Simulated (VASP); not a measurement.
Wanted: the native input for a VASP 6.6.1 run.

- Task: density of states
- Functional: PBEsol
- Potentials or basis: VASP PAW PBE potentials, release 64 (In_d, Sb)
- Cutoff: 520 eV
- k mesh: 9 × 9 × 9
- Occupations: fermi-dirac, width 0.05 eV
- Spin: no spin polarisation
- Dipole correction: no
- k mesh for the DOS: 14 × 14 × 14
- Occupations for the DOS: tetrahedron
- Further INCAR settings: ALGO = Normal; EDIFF = 1e-06; NBANDS = 16

The system is InSb.

```
In Sb
1.0
     0.00000    3.23910    3.23910
     3.23910    0.00000    3.23910
     3.23910    3.23910    0.00000
In Sb
1 1
Direct
  0.00000 0.00000 0.00000
  0.75000 0.75000 0.75000
```

These files were run (other wordings do the same):

POSCAR

```
InSb
1.0
    0.0000000000      3.2391000000      3.2391000000
    3.2391000000      0.0000000000      3.2391000000
    3.2391000000      3.2391000000      0.0000000000
In Sb
1 1
Direct
    0.0000000000      0.0000000000      0.0000000000
    0.7500000000      0.7500000000      0.7500000000
```

INCAR.step1

```
SYSTEM = InSb
PREC = Accurate ; ENCUT = 520
EDIFF = 1E-6 ; ISMEAR = -1
SIGMA = 0.05 ; LREAL = .FALSE.
LASPH = .TRUE. ; NELM = 60
ALGO = Normal ; ISIF = 2
LWAVE = .FALSE. ; LCHARG = .TRUE.
GGA = PS ; NBANDS = 16
```

KPOINTS.step1

```
regular mesh
0
G
  9 9 9
  0 0 0
```

INCAR.step2

```
SYSTEM = InSb
PREC = Accurate ; ENCUT = 520
EDIFF = 1E-6 ; ISMEAR = -5
SIGMA = 0.05 ; LREAL = .FALSE.
LASPH = .TRUE. ; NELM = 60
ALGO = Normal ; ISIF = 2
LWAVE = .FALSE. ; LCHARG = .FALSE.
GGA = PS ; LORBIT = 10
NBANDS = 16 ; NEDOS = 1001
ICHARG = 11
```

KPOINTS.step2

```
regular mesh
0
G
  14 14 14
  0 0 0
```

Potentials or basis: VASP PAW PBE potentials, release 64 (In_d, Sb).

Launch:

```sh
$ cat potpaw_PBE.64/In_d/POTCAR potpaw_PBE.64/Sb/POTCAR > POTCAR
$ cp INCAR.step1 INCAR
$ cp KPOINTS.step1 KPOINTS
$ mpirun -np 1 vasp_std > vasp.out
$ cp INCAR.step2 INCAR
$ cp KPOINTS.step2 KPOINTS
$ mpirun -np 1 vasp_std > vasp.out
```

Results of the run:

The valence electrons inside the program's atomic spheres are In 11.46; Sb 2.49.

Caveat: spin-orbit coupling is left out, which moves the levels of the heavy elements.

It took 55 s on 1 thread of Intel(R) Xeon(R) Platinum 8488C (Sapphire Rapids) (shared host), peak memory 0.27 GiB.
